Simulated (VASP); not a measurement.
# CdSe (Fm-3m) in VASP: single point with PBEsol

Aim: the single point of CdSe with PBEsol.

Program: VASP 6.6.1. These are calculated values, not measurements. Logs are shortened: lines on timing, memory, paths and dates and some standing lists are left out, and cuts for length are marked.

## Step 1: The cell of the first run

It takes space group Fm-3m (No. 225, cubic). Conventional cell: a = 5.748 Å, b = 5.748 Å, c = 5.748 Å, α = 90.00°, β = 90.00°, γ = 90.00°. Cd (site symmetry m-3m) has 6 Se at 2.87 Å within 3.8 Å. Within 3.8 Å of Se (site symmetry m-3m) lie 6 Cd at 2.87 Å.

## Step 2: Single point, PBEsol

Input file INCAR:

```
ALGO = Normal
EDIFF = 1E-6
ENCUT = 500
GGA = PS
GGA_COMPAT = F
ISIF = 2
ISMEAR = -1
LASPH = T
LCHARG = F
LREAL = F
LWAVE = F
NBANDS = 16
NELM = 120
PREC = Accurate
SIGMA = 0.05
```

Input file KPOINTS:

```
k-points
0
Gamma
  4 4 4
```

Input file POSCAR:

```
CdSe
1.0
    0.0000000000      2.8739580000      2.8739580000
    2.8739580000      0.0000000000      2.8739580000
    2.8739580000      2.8739580000      0.0000000000
Cd Se
1 1
Direct
    0.0000000000      0.0000000000      0.0000000000
    0.5000000000      0.5000000000      0.5000000000
```

Potentials or basis: VASP PAW PBE potentials, release 64 (Cd, Se).

Started as:

```bash
$ cat potpaw_PBE.64/Cd/POTCAR potpaw_PBE.64/Se/POTCAR > POTCAR
$ mpirun -np 1 vasp_std > vasp.out
```

OUTCAR:

```text
EDIFF = 1E-6
   ENCUT = 500
   GGA = PS
   ISIF = 2
   ISMEAR = -1
   LASPH = T
   LREAL = F
   NELM = 120
   PREC = Accurate

 ion  position               nearest neighbor table
   1  0.000  0.000  0.000-   2 2.87   2 2.87   2 2.87   2 2.87   2 2.87   2 2.87
   2  0.500  0.500  0.500-   1 2.87   1 2.87   1 2.87   1 2.87   1 2.87   1 2.87

  LATTYP: Found a face centered cubic cell.
 ALAT       =     5.7479160000

  Lattice vectors:

 A1 = (   0.0000000000,   2.8739580000,   2.8739580000)
 A2 = (   2.8739580000,   0.0000000000,   2.8739580000)
 A3 = (   2.8739580000,   2.8739580000,   0.0000000000)

Analysis of symmetry for initial positions (statically):
=====================================================================
 Subroutine PRICEL returns:
 Original cell was already a primitive cell.

 Routine SETGRP: Setting up the symmetry group for a
 face centered cubic supercell.

 Subroutine GETGRP returns: Found 48 space group operations
 (whereof 48 operations were pure point group operations)
 out of a pool of 48 trial point group operations.

The static configuration has the point symmetry O_h .

Analysis of symmetry for dynamics (positions and initial velocities):
=====================================================================
 Subroutine PRICEL returns:
 Original cell was already a primitive cell.

 Routine SETGRP: Setting up the symmetry group for a
 face centered cubic supercell.

 Subroutine GETGRP returns: Found 48 space group operations
 (whereof 48 operations were pure point group operations)
 out of a pool of 48 trial point group operations.

The dynamic configuration has the point symmetry O_h .

 Subroutine INISYM returns: Found 48 space group operations
 (whereof 48 operations are pure point group operations),
 and found     1 'primitive' translations

----------------------------------------------------------------------------------------

                                     Primitive cell

  volume of cell :      47.4757

  direct lattice vectors                    reciprocal lattice vectors
     0.000000000  2.873958000  2.873958000    -0.173976098  0.173976098  0.173976098
     2.873958000  0.000000000  2.873958000     0.173976098 -0.173976098  0.173976098
     2.873958000  2.873958000  0.000000000     0.173976098  0.173976098 -0.173976098

  length of vectors
     4.064390381  4.064390381  4.064390381     0.301335442  0.301335442  0.301335442

  position of ions in fractional coordinates (direct lattice)
     0.000000000  0.000000000  0.000000000
     0.500000000  0.500000000  0.500000000

  ion indices of the primitive-cell ions
   primitive index   ion index
                 1           1
                 2           2

----------------------------------------------------------------------------------------

 KPOINTS: k-points

Automatic generation of k-mesh.
 Grid dimensions read from file:
 generate k-points for:    4    4    4

 Generating k-lattice:

  Cartesian coordinates                     Fractional coordinates (reciprocal lattice)
    -0.043494025  0.043494025  0.043494025     0.250000000  0.000000000  0.000000000
     0.043494025 -0.043494025  0.043494025     0.000000000  0.250000000  0.000000000
     0.043494025  0.043494025 -0.043494025     0.000000000  0.000000000  0.250000000

  Length of vectors
     0.075333860  0.075333860  0.075333860

  Shift w.r.t. Gamma in fractional coordinates (k-lattice)
     0.000000000  0.000000000  0.000000000

 Subroutine IBZKPT returns following result:
 ===========================================

 Found      8 irreducible k-points:

 Following reciprocal coordinates:
            Coordinates               Weight
  0.000000  0.000000  0.000000      1.000000
  0.250000  0.000000  0.000000      8.000000
  0.500000  0.000000  0.000000      4.000000
  0.250000  0.250000  0.000000      6.000000
  0.500000  0.250000  0.000000     24.000000
 -0.250000  0.250000  0.000000     12.000000
  0.500000  0.500000  0.000000      3.000000
 -0.250000  0.500000  0.250000      6.000000
   k-points           NKPTS =      8   k-points in BZ     NKDIM =      8   number of bands    NBANDS=     16
   number of dos      NEDOS =    301   number of ions     NIONS =      2
   total plane-waves  NPLWV =  27000
   dimension x,y,z NGX =    30 NGY =   30 NGZ =   30
   dimension x,y,z NGXF=    60 NGYF=   60 NGZF=   60
   ions per type =               1   1
   NGX,Y,Z   is equivalent  to a cutoff of  12.27, 12.27, 12.27 a.u.
   NGXF,Y,Z  is equivalent  to a cutoff of  24.54, 24.54, 24.54 a.u.
 SYSTEM =  unknown system
   PREC   = accura    normal or accurate (medium, high low for compatibility)
   ISTART =      0    job   : 0-new  1-cont  2-samecut
   ICHARG =      2    charge: 1-file 2-atom 10-const
   ISPIN  =      1    spin polarized calculation?
   LNONCOLLINEAR =      F non collinear calculations
   LSORBIT =      F    spin-orbit coupling
   LASPH  =      T    aspherical Exc in radial PAW
   ENCUT  =  500.0 eV  36.75 Ry    6.06 a.u.   7.41  7.41  7.41*2*pi/ulx,y,z
   NELM   =    120;   NELMIN=  2; NELMDL= -5     # of ELM steps
   EDIFF  = 0.1E-05   stopping-criterion for ELM
   LREAL  =      F    real-space projection
   EDIFFG = 0.1E-04   stopping-criterion for IOM
   NSW    =      0    number of steps for IOM
   IBRION =     -1    ionic relax: 0-MD 1-quasi-New 2-CG
   NFREE  =      0    steps in history (QN), initial steepest desc. (CG)
   ISIF   =      2    stress and relaxation
   ISYM   =      2    0-nonsym 1-usesym 2-fastsym
   POTIM  = 0.5000    time-step for ionic-motion
   TEBEG  =    0.0;   TEEND  =   0.0 temperature during run
   PSTRESS=    0.0 pullay stress
   NELECT =      18.0000    total number of electrons
   NUPDOWN=      -1.0000    fix difference up-down
   EMIN   =  10.00;   EMAX   =-10.00  energy-range for DOS
   EFERMI =   0.00;   METHOD = LEGACY
   ISMEAR =    -1;   SIGMA  =   0.05  broadening in eV -4-tet -1-fermi 0-gaus
   EFERMI_NEDOS =   21; number of points for ismear=-14 and -15
   IALGO  =     38    algorithm
   IMIX   =      4    mixing-type and parameters
     AMIX     =   0.40;   BMIX     =  1.00
     AMIX_MAG =   1.60;   BMIX_MAG =  1.00
  volume/ion in A,a.u.               =      23.74       160.19
  Fermi-wavevector in a.u.,A,eV,Ry     =   1.184882  2.239103 19.101849  1.403946
  Thomas-Fermi vector in A             =   2.321088
   LORBIT       =      0    0 simple, 1 ext, 2 COOP (PROOUT), +10 PAW based schemes
   GGA     = PS    functional components
   LHFCALC =     F    Hartree Fock is set to
   AEXX    =    0.0000 exact exchange contribution
   IVDW    =     0    specifies the selected vdW correction
   LEPSILON=     F    determine dielectric tensor
   LRPA    =     F    only Hartree local field effects (RPA)
 non-spin polarized calculation
  energy-cutoff  :      500.00
  volume of cell :       47.48
 maximum number of plane-waves:      1243
 NGX is ok and might be reduce to    30
   NGX = 15   NGY = 15   NGZ = 15

 number of electron      18.0000008 magnetization

 Free energy of the ion-electron system (eV)
  ---------------------------------------------------
  ext. energy  EPLUGINS =         0.00000000
  ---------------------------------------------------
  free energy    TOTEN  =        -5.88874411 eV

  energy without entropy =       -5.87627150  energy(sigma->0) =       -5.88250780

 E-fermi :   2.1045     XC(G=0): -10.1828

 val. band max:        2.0804535170   @ k =   0.5000   0.0000   0.0000
 cond. band min:       2.1058734111   @ k =   0.0000   0.0000   0.0000
 fundamental gap:      0.0254198942
 Fermi energy:         2.1045426753

 k-point     1 :       0.0000    0.0000    0.0000
  band No.  band energies     occupation
      1     -10.7906      2.00000
      2      -5.7184      2.00000
      3      -5.7184      2.00000
      4      -5.7004      2.00000
      5      -5.7004      2.00000
      6      -5.7004      2.00000
      7       1.5121      1.99999
      8       1.5121      1.99999
      9       1.5121      1.99999
     10       2.1059      0.98669
     11      10.7099      0.00000
     12      10.7099      0.00000
     13      10.7099      0.00000
     14      11.8049      0.00000
     15      11.8049      0.00000
     16      11.8049      0.00000

 k-point     2 :       0.2500    0.0000    0.0000
  band No.  band energies     occupation
      1     -10.3847      2.00000
      2      -5.8307      2.00000
      3      -5.8307      2.00000
      4      -5.7452      2.00000
      5      -5.6323      2.00000
      6      -5.6323      2.00000
      7      -1.4198      2.00000
      8       1.7693      1.99755
      9       1.7693      1.99755
     10       4.7634      0.00000
     11       8.2809      0.00000
     12       8.7500      0.00000
     13       8.7500      0.00000
     14      11.4644      0.00000
     15      12.2739      0.00000
     16      12.2739      0.00000

 k-point     3 :       0.5000    0.0000    0.0000
  band No.  band energies     occupation
      1      -9.8776      2.00000
      2      -5.9402      2.00000
      3      -5.9402      2.00000
      4      -5.8569      2.00000
      5      -5.5604      2.00000
      6      -5.5604      2.00000
      7      -2.8379      2.00000
      8       2.0805      1.23634
      9       2.0805      1.23634
     10       5.0305      0.00000
     11       7.3192      0.00000
     12       7.3192      0.00000
     13       7.9962      0.00000
     14      13.2069      0.00000
     15      14.9558      0.00000
     16      14.9558      0.00000

 k-point     4 :       0.2500    0.2500    0.0000
  band No.  band energies     occupation
      1     -10.3260      2.00000
      2      -5.8069      2.00000
      3      -5.7545      2.00000
      4      -5.6796      2.00000
      5      -5.6205      2.00000
      6      -5.6205      2.00000
      7      -0.8484      2.00000
      8       0.7867      2.00000
      9       0.7867      2.00000
     10       4.4511      0.00000
     11       8.0321      0.00000
     12       8.4080      0.00000
     13      10.6706      0.00000
     14      10.6706      0.00000
     15      14.6208      0.00000
     16      15.3471      0.00000

 k-point     5 :       0.5000    0.2500    0.0000
  band No.  band energies     occupation
      1      -9.9458      2.00000
      2      -5.7944      2.00000
      3      -5.7722      2.00000
      4      -5.6690      2.00000
      5      -5.5410      2.00000
      6      -5.4763      2.00000
      7      -2.1675      2.00000
      8       0.0392      2.00000
      9       0.9127      2.00000
     10       4.0276      0.00000
     11       7.8586      0.00000
     12       9.5761      0.00000
     13       9.6604      0.00000
     14      11.9418      0.00000
     15      15.4804      0.00000
     16      15.8784      0.00000

 k-point     6 :      -0.2500    0.2500    0.0000
  band No.  band energies     occupation
      1     -10.0040      2.00000
      2      -5.8985      2.00000
      3      -5.8299      2.00000
      4      -5.7112      2.00000
      5      -5.5976      2.00000
      6      -5.5156      2.00000
      7      -1.9583      2.00000
      8      -0.1830      2.00000
      9       1.9386      1.93017
     10       5.7455      0.00000
     11       6.9826      0.00000
     12       8.1155      0.00000
     13       9.0533      0.00000
     14      12.3795      0.00000
     15      14.5868      0.00000
     16      14.8959      0.00000

 k-point     7 :       0.5000    0.5000    0.0000
  band No.  band energies     occupation
      1     -10.0029      2.00000
      2      -5.8088      2.00000
      3      -5.6405      2.00000
      4      -5.5089      2.00000
      5      -5.5089      2.00000
      6      -5.0408      2.00000
      7      -1.9976      2.00000
      8       0.0576      2.00000
      9       0.0576      2.00000
     10       1.6040      1.99991
     11       7.4951      0.00000
     12      11.7290      0.00000
     13      12.3407      0.00000
     14      12.3407      0.00000
     15      16.4402      0.00000
     16      16.9845      0.00000

 k-point     8 :      -0.2500    0.5000    0.2500
  band No.  band energies     occupation
      1      -9.8926      2.00000
      2      -5.8194      2.00000
      3      -5.6924      2.00000
      4      -5.6924      2.00000
      5      -5.5089      2.00000
      6      -5.1780      2.00000
      7      -1.0422      2.00000
      8      -1.0422      2.00000
      9      -0.9309      2.00000
     10       4.9928      0.00000
     11       7.8597      0.00000
     12       9.4482      0.00000
     13       9.4482      0.00000
     14      13.9860      0.00000
     15      13.9860      0.00000
     16      16.9935      0.00000

------------------------ aborting loop because EDIFF is reached ----------------------------------------

  FORCE on cell =-STRESS in cart. coord.  units (eV):
  Direction    XX          YY          ZZ          XY          YZ          ZX
  --------------------------------------------------------------------------------------
  -------------------------------------------------------------------------------------
  Total       -0.8816227     -0.8816227     -0.8816227      0.0000000     -0.0000000      0.0000000
  in kB      -29.7524067    -29.7524067    -29.7524067      0.0000000     -0.0000000      0.0000000
  external PRESSURE =     -29.7524067 kB  Pullay stress =       0.0000000 kB

 VOLUME and BASIS-vectors are now :
 -----------------------------------------------------------------------------
  energy-cutoff  :      500.00
  volume of cell :       47.48
      direct lattice vectors                 reciprocal lattice vectors
     0.000000000  2.873958000  2.873958000    -0.173976098  0.173976098  0.173976098
     2.873958000  0.000000000  2.873958000     0.173976098 -0.173976098  0.173976098
     2.873958000  2.873958000  0.000000000     0.173976098  0.173976098 -0.173976098

 POSITION                                       TOTAL-FORCE (eV/Angst)
 -----------------------------------------------------------------------------------
      0.00000      0.00000      0.00000         0.000000      0.000000     -0.000000
      2.87396      2.87396      2.87396        -0.000000      0.000000      0.000000
 -----------------------------------------------------------------------------------
    total drift:                               -0.000000      0.000000      0.000000

  FREE ENERGIE OF THE ION-ELECTRON SYSTEM (eV)
  ---------------------------------------------------
  free  energy   TOTEN  =        -5.8887441072 eV

  energy  without entropy=       -5.8762715021  energy(sigma->0) =       -5.88250780
```

Wall time 6.2 s (1 thread of Intel Xeon Platinum 8488C (Sapphire Rapids), shared host); peak memory 0.16 GiB.

What came out:

- Free energy: -5.8887 eV
- Pressure: -3.0 GPa
- Band gap on the k mesh: zero (band 9 reaches 2.08 eV, above the bottom of band 10 at 1.60 eV)

Caveat: the k points lie up to 0.47 Å⁻¹ apart; the PAW data sets were made with another functional, which shifts forces and pressure a little.
